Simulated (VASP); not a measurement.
# Sb (I4/mmm) in VASP: single point with PBEsol

Aim: the single point of Sb with PBEsol.

Program: VASP 6.6.1. These are calculated values, not measurements. Logs are shortened: lines on timing, memory, paths and dates and some standing lists are left out, and cuts for length are marked.

### Step 1. The cell of the first run

Symmetry: I4/mmm, No. 139, tetragonal system. The conventional cell has a = 3.260 Å, b = 3.260 Å, c = 4.656 Å, α = 90.00°, β = 90.00°, γ = 90.00°. Within 4.3 Å of Sb (site symmetry 4/mmm) lie 12 Sb at 3.26 to 3.28 Å.

This isn't the form of Sb at room conditions, which is rhombohedral.

### Step 2. Single point, PBEsol (zz strain of +1 %)

File INCAR:

```
ALGO = Normal ; EDIFF = 1E-6
ENCUT = 520 ; GGA = PS
ISIF = 2 ; ISMEAR = -1
LASPH = True ; LCHARG = True
LELF = True ; LREAL = False
LVHAR = True ; LWAVE = False
NBANDS = 8 ; NELM = 100
PREC = Accurate ; SIGMA = 0.03
```

File KPOINTS:

```
k-points
0
Gamma
  14 14 14
```

File POSCAR:

```
Sb
1.0
    0.0000000000      2.3050000000      2.3280500000
    2.3050000000      0.0000000000      2.3280500000
    2.3050000000      2.3050000000      0.0000000000
Sb
1
Direct
    0.0000000000      0.0000000000      0.0000000000
```

Potentials or basis: VASP PAW PBE potentials, release 64 (Sb).

Launch:

```
$ cat potpaw_PBE.64/Sb/POTCAR > POTCAR
$ mpirun -np 1 vasp_std > vasp.out
```

OUTCAR:

```text
EDIFF = 1E-6
   ENCUT = 520
   GGA = PS
   ISIF = 2
   ISMEAR = -1
   LASPH = True
   LREAL = False
   NELM = 100
   PREC = Accurate

 ion  position               nearest neighbor table
   1  0.000  0.000  0.000-

  LATTYP: Found a body centered tetragonal cell.
 ALAT       =     3.2597622613
 C/A-ratio  =     1.4283556980

  Lattice vectors:

 A1 = (  -2.3050000000,   0.0000000000,   2.3280500000)
 A2 = (   2.3050000000,   0.0000000000,   2.3280500000)
 A3 = (   0.0000000000,   2.3050000000,  -2.3280500000)

Analysis of symmetry for initial positions (statically):
=====================================================================
 Subroutine PRICEL returns:
 Original cell was already a primitive cell.

 Routine SETGRP: Setting up the symmetry group for a
 body centered tetragonal supercell.

 Subroutine GETGRP returns: Found 16 space group operations
 (whereof 16 operations were pure point group operations)
 out of a pool of 16 trial point group operations.

The static configuration has the point symmetry D_4h.

Analysis of symmetry for dynamics (positions and initial velocities):
=====================================================================
 Subroutine PRICEL returns:
 Original cell was already a primitive cell.

 Routine SETGRP: Setting up the symmetry group for a
 body centered tetragonal supercell.

 Subroutine GETGRP returns: Found 16 space group operations
 (whereof 16 operations were pure point group operations)
 out of a pool of 16 trial point group operations.

The dynamic configuration has the point symmetry D_4h.

 Subroutine INISYM returns: Found 16 space group operations
 (whereof 16 operations are pure point group operations),
 and found     1 'primitive' translations

----------------------------------------------------------------------------------------

                                     Primitive cell

  volume of cell :      24.7380

  direct lattice vectors                    reciprocal lattice vectors
     0.000000000  2.305000000  2.328050000    -0.216919740  0.216919740  0.214772020
     2.305000000  0.000000000  2.328050000     0.216919740 -0.216919740  0.214772020
     2.305000000  2.305000000  0.000000000     0.216919740  0.216919740 -0.214772020

  length of vectors
     3.276101617  3.276101617  3.259762261     0.374480129  0.374480129  0.374480129

  position of ions in fractional coordinates (direct lattice)
     0.000000000  0.000000000  0.000000000

  ion indices of the primitive-cell ions
   primitive index   ion index
                 1           1

----------------------------------------------------------------------------------------

 KPOINTS: k-points

Automatic generation of k-mesh.
 Grid dimensions read from file:
 generate k-points for:   14   14   14

 Generating k-lattice:

  Cartesian coordinates                     Fractional coordinates (reciprocal lattice)
    -0.015494267  0.015494267  0.015340859     0.071428571 -0.000000000  0.000000000
     0.015494267 -0.015494267  0.015340859    -0.000000000  0.071428571  0.000000000
     0.015494267  0.015494267 -0.015340859     0.000000000  0.000000000  0.071428571

  Length of vectors
     0.026748581  0.026748581  0.026748581

  Shift w.r.t. Gamma in fractional coordinates (k-lattice)
     0.000000000  0.000000000  0.000000000

 Subroutine IBZKPT returns following result:
 ===========================================

 Found    244 irreducible k-points:

 Following reciprocal coordinates:
            Coordinates               Weight
  0.000000  0.000000  0.000000      1.000000
  0.071429  0.000000  0.000000      8.000000
  0.142857  0.000000  0.000000      8.000000
  0.214286  0.000000  0.000000      8.000000
  0.285714  0.000000  0.000000      8.000000
  0.357143  0.000000  0.000000      8.000000
[... 16 lines left out ...]
  0.214286  0.142857  0.000000      8.000000
  0.285714  0.142857  0.000000      8.000000
 [... further k-points ...]
   k-points           NKPTS =    244   k-points in BZ     NKDIM =    244   number of bands    NBANDS=      8
   number of dos      NEDOS =    301   number of ions     NIONS =      1
   total plane-waves  NPLWV =  13824
   dimension x,y,z NGX =    24 NGY =   24 NGZ =   24
   dimension x,y,z NGXF=    48 NGYF=   48 NGZF=   48
   ions per type =               1
   NGX,Y,Z   is equivalent  to a cutoff of  12.18, 12.18, 12.24 a.u.
   NGXF,Y,Z  is equivalent  to a cutoff of  24.36, 24.36, 24.48 a.u.
 SYSTEM =  unknown system
   PREC   = accura    normal or accurate (medium, high low for compatibility)
   ISTART =      0    job   : 0-new  1-cont  2-samecut
   ICHARG =      2    charge: 1-file 2-atom 10-const
   ISPIN  =      1    spin polarized calculation?
   LNONCOLLINEAR =      F non collinear calculations
   LSORBIT =      F    spin-orbit coupling
   LASPH  =      T    aspherical Exc in radial PAW
   ENCUT  =  520.0 eV  38.22 Ry    6.18 a.u.   6.09  6.09  6.06*2*pi/ulx,y,z
   NELM   =    100;   NELMIN=  2; NELMDL= -5     # of ELM steps
   EDIFF  = 0.1E-05   stopping-criterion for ELM
   LREAL  =      F    real-space projection
   EDIFFG = 0.1E-04   stopping-criterion for IOM
   NSW    =      0    number of steps for IOM
   IBRION =     -1    ionic relax: 0-MD 1-quasi-New 2-CG
   NFREE  =      0    steps in history (QN), initial steepest desc. (CG)
   ISIF   =      2    stress and relaxation
   ISYM   =      2    0-nonsym 1-usesym 2-fastsym
   POTIM  = 0.5000    time-step for ionic-motion
   TEBEG  =    0.0;   TEEND  =   0.0 temperature during run
   PSTRESS=    0.0 pullay stress
   NELECT =       5.0000    total number of electrons
   NUPDOWN=      -1.0000    fix difference up-down
   EMIN   =  10.00;   EMAX   =-10.00  energy-range for DOS
   EFERMI =   0.00;   METHOD = LEGACY
   ISMEAR =    -1;   SIGMA  =   0.03  broadening in eV -4-tet -1-fermi 0-gaus
   EFERMI_NEDOS =   21; number of points for ismear=-14 and -15
   IALGO  =     38    algorithm
   IMIX   =      4    mixing-type and parameters
     AMIX     =   0.40;   BMIX     =  1.00
     AMIX_MAG =   1.60;   BMIX_MAG =  1.00
  volume/ion in A,a.u.               =      24.74       166.94
  Fermi-wavevector in a.u.,A,eV,Ry     =   0.960749  1.815553 12.558713  0.923039
  Thomas-Fermi vector in A             =   2.090061
   LORBIT       =      0    0 simple, 1 ext, 2 COOP (PROOUT), +10 PAW based schemes
   GGA     = PS    functional components
   LHFCALC =     F    Hartree Fock is set to
   AEXX    =    0.0000 exact exchange contribution
   IVDW    =     0    specifies the selected vdW correction
   LEPSILON=     F    determine dielectric tensor
   LRPA    =     F    only Hartree local field effects (RPA)
 non-spin polarized calculation
  energy-cutoff  :      520.00
  volume of cell :       24.74
 maximum number of plane-waves:       678
   NGX = 13   NGY = 13   NGZ = 13

 number of electron       4.9999999 magnetization

 Free energy of the ion-electron system (eV)
  ---------------------------------------------------
  ext. energy  EPLUGINS =         0.00000000
  ---------------------------------------------------
  free energy    TOTEN  =        -4.27379098 eV

  energy without entropy =       -4.27098365  energy(sigma->0) =       -4.27238732

 E-fermi :   9.5590     XC(G=0): -10.7052

 val. band max:        9.5588827282   @ k =   0.5000   0.0714   0.4286
 cond. band min:       9.5599611580   @ k =  -0.2857   0.0714   0.2143
 fundamental gap:      0.0010784298
 Fermi energy:         9.5589711926

 k-point     1 :       0.0000    0.0000    0.0000
  band No.  band energies     occupation
      1      -4.1126      2.00000
      2      15.4793      0.00000
      3      15.4793      0.00000
      4      15.4892      0.00000
      5      19.7602      0.00000
      6      19.7628      0.00000
      7      19.8244      0.00000
      8      19.8244      0.00000

 k-point     2 :       0.0714    0.0000    0.0000
  band No.  band energies     occupation
      1      -4.0031      2.00000
      2      14.3870      0.00000
      3      15.3171      0.00000
      4      15.3261      0.00000
      5      18.8330      0.00000
      6      20.0398      0.00000
      7      20.0769      0.00000
      8      21.4878      0.00000

 k-point     3 :       0.1429    0.0000    0.0000
  band No.  band energies     occupation
      1      -3.6754      2.00000
      2      12.2037      0.00000
      3      14.9204      0.00000
      4      14.9644      0.00000
      5      18.4100      0.00000
      6      20.5704      0.00000
      7      20.6312      0.00000
      8      22.3553      0.00000

 k-point     4 :       0.2143    0.0000    0.0000
  band No.  band energies     occupation
      1      -3.1324      2.00000
      2       9.8648      0.00007
      3      14.4673      0.00000
      4      14.5505      0.00000
      5      18.1588      0.00000
      6      20.4587      0.00000
      7      20.6469      0.00000
      8      21.9149      0.00000

 k-point     5 :       0.2857    0.0000    0.0000
  band No.  band energies     occupation
      1      -2.3830      2.00000
      2       7.6306      2.00000
      3      14.0593      0.00000
      4      14.1793      0.00000
      5      18.0394      0.00000
      6      19.8106      0.00000
      7      20.0156      0.00000
      8      20.9168      0.00000

 k-point     6 :       0.3571    0.0000    0.0000
  band No.  band energies     occupation
      1      -1.4541      2.00000
      2       5.6091      2.00000
      3      13.7454      0.00000
      4      13.8957      0.00000
      5      18.0496      0.00000
      6      19.2537      0.00000
      7      19.4417      0.00000
      8      20.0687      0.00000

 k-point     7 :       0.4286    0.0000    0.0000
  band No.  band energies     occupation
      1      -0.4495      2.00000
      2       3.9387      2.00000
      3      13.5495      0.00000
      4      13.7198      0.00000
      5      18.1640      0.00000
      6      18.9119      0.00000
      7      19.0751      0.00000
      8      19.4343      0.00000

 k-point     8 :       0.5000    0.0000    0.0000
  band No.  band energies     occupation
      1       0.1338      2.00000
      2       3.1318      2.00000
      3      13.4831      0.00000
      4      13.6605      0.00000
      5      18.2555      0.00000
      6      18.8129      0.00000
      7      18.9502      0.00000
      8      19.1514      0.00000

 k-point     9 :       0.0714    0.0714    0.0000
  band No.  band energies     occupation
      1      -3.9686      2.00000
      2      14.8491      0.00000
      3      14.8491      0.00000
      4      14.9096      0.00000
      5      18.2627      0.00000
      6      20.5850      0.00000
      7      20.5850      0.00000
      8      21.4987      0.00000

 k-point    10 :       0.1429    0.0714    0.0000
  band No.  band energies     occupation
      1      -3.7154      2.00000
      2      12.9996      0.00000
      3      14.3040      0.00000
      4      14.8943      0.00000
      5      18.0383      0.00000
      6      20.6344      0.00000
      7      20.7138      0.00000
      8      21.3198      0.00000
[... 78 lines left out ...]
 k-point    18 :      -0.2857    0.0714    0.0000
  band No.  band energies     occupation
      1      -1.9883      2.00000
      2       6.9923      2.00000
      3      12.5454      0.00000
      4      14.4866      0.00000
      5      18.6122      0.00000
      6      19.1877      0.00000
      7      19.5597      0.00000
      8      21.9546      0.00000

 k-point    19 :      -0.2143    0.0714    0.0000
  band No.  band energies     occupation
      1      -2.8028      2.00000
      2       9.1474      2.00000
      3      12.8524      0.00000
      4      14.9844      0.00000
      5      18.6693      0.00000
      6      20.0457      0.00000
      7      20.0498      0.00000
      8      21.9580      0.00000

 k-point    20 :      -0.1429    0.0714    0.0000
  band No.  band energies     occupation
      1      -3.4173      2.00000
      2      11.4248      0.00000
      3      13.3338      0.00000
      4      15.3883      0.00000
      5      18.7142      0.00000
      6      20.3185      0.00000
      7      20.9205      0.00000
      8      21.5144      0.00000

 k-point    21 :      -0.0714    0.0714    0.0000
  band No.  band energies     occupation
      1      -3.8189      2.00000
      2      13.4684      0.00000
      3      14.1162      0.00000
      4      15.5400      0.00000
      5      18.6893      0.00000
      6      20.0179      0.00000
      7      20.6630      0.00000
      8      22.3377      0.00000

 k-point    22 :       0.1429    0.1429    0.0000
  band No.  band energies     occupation
      1      -3.5369      2.00000
      2      13.5345      0.00000
      3      13.6334      0.00000
      4      13.6334      0.00000
      5      17.0021      0.00000
      6      19.2714      0.00000
      7      22.1677      0.00000
      8      22.1677      0.00000

 k-point    23 :       0.2143    0.1429    0.0000
  band No.  band energies     occupation
      1      -3.1414      2.00000
      2      11.5617      0.00000
      3      13.0653      0.00000
      4      13.5346      0.00000
      5      16.9496      0.00000
      6      18.3547      0.00000
      7      22.3200      0.00000
      8      22.8721      0.00000

 k-point    24 :       0.2857    0.1429    0.0000
  band No.  band energies     occupation
      1      -2.5336      2.00000
      2       9.3686      1.99650
      3      12.6535      0.00000
      4      12.9670      0.00000
      5      16.8696      0.00000
      6      18.6679      0.00000
      7      22.1375      0.00000
      8      22.5929      0.00000

 [... further k-points ...]
[... 5 lines left out ...]
  --------------------------------------------------------------------------------------
  -------------------------------------------------------------------------------------
  Total        0.5973726      0.5973726      0.7682103      0.0000000      0.0000000     -0.0000000
  in kB       38.6893768     38.6893768     49.7538313      0.0000000      0.0000000     -0.0000000
  external PRESSURE =      42.3775283 kB  Pullay stress =       0.0000000 kB

 VOLUME and BASIS-vectors are now :
 -----------------------------------------------------------------------------
  energy-cutoff  :      520.00
  volume of cell :       24.74
      direct lattice vectors                 reciprocal lattice vectors
     0.000000000  2.305000000  2.328050000    -0.216919740  0.216919740  0.214772020
     2.305000000  0.000000000  2.328050000     0.216919740 -0.216919740  0.214772020
     2.305000000  2.305000000  0.000000000     0.216919740  0.216919740 -0.214772020

 POSITION                                       TOTAL-FORCE (eV/Angst)
 -----------------------------------------------------------------------------------
      0.00000      0.00000      0.00000         0.000000      0.000000      0.000000
 -----------------------------------------------------------------------------------
    total drift:                                0.000000      0.000000      0.000000

  FREE ENERGIE OF THE ION-ELECTRON SYSTEM (eV)
  ---------------------------------------------------
  free  energy   TOTEN  =        -4.2737909808 eV

  energy  without entropy=       -4.2709836503  energy(sigma->0) =       -4.27238732
```

It took 33 s on 1 thread of Intel Xeon 8259CL, shared host; peak memory 0.17 GiB.

What came out:

| Item | Value |
| --- | --- |
| Free energy | -4.2738 eV |
| Pressure | 4.2 GPa |
| Band gap on the k mesh | zero (an odd number of electrons rules out a gap without spin polarisation) |

Caveat: the cell differs from its parent crystal (zz strain of +1 %); the cell stands under pressure; the PAW data sets were made with another functional, which shifts forces and pressure a little; spin-orbit coupling is left out, which moves the levels of the heavy elements.
